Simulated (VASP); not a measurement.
MgSi4N2, 7 atoms in the cell. The typed cell holds 7 atoms: a = 3.609 Å, b = 5.900 Å, c = 5.870 Å, α = 67.59°, β = 72.35°, γ = 72.99°. 

```yaml
Program: VASP 6.6.1
Task: relaxation of cell and atoms
Functional: PBE
Potentials_or_basis: VASP PAW PBE potentials, release 64 (Mg, Si, N)
Cutoff: 600 eV
k_mesh: 6 × 6 × 6
Occupations: gaussian, width 0.2 eV
Spin: no spin polarisation
Dipole_correction: no
Further_INCAR_settings: ALGO = Normal; EDIFF = 1e-06; IBRION = 2; EDIFFG = -0.025; NSW = 80; ISIF = 3
```

Potentials or basis: VASP PAW PBE potentials, release 64 (Mg, Si, N).

Command:

```bash
$ cat potpaw_PBE.64/Mg/POTCAR potpaw_PBE.64/Si/POTCAR potpaw_PBE.64/N/POTCAR > POTCAR
$ mpirun -np 1 vasp_std > vasp.out
```

Hardware: 1 thread of Intel Xeon 8259CL, with other jobs on the host.

Q: How long does it take, and how much memory?

A: Wall time 60 min on 1 thread of Intel Xeon 8259CL, on a shared host, peak memory 0.47 GiB. Counts: scf iterations 143, k points 112, ion steps 23.
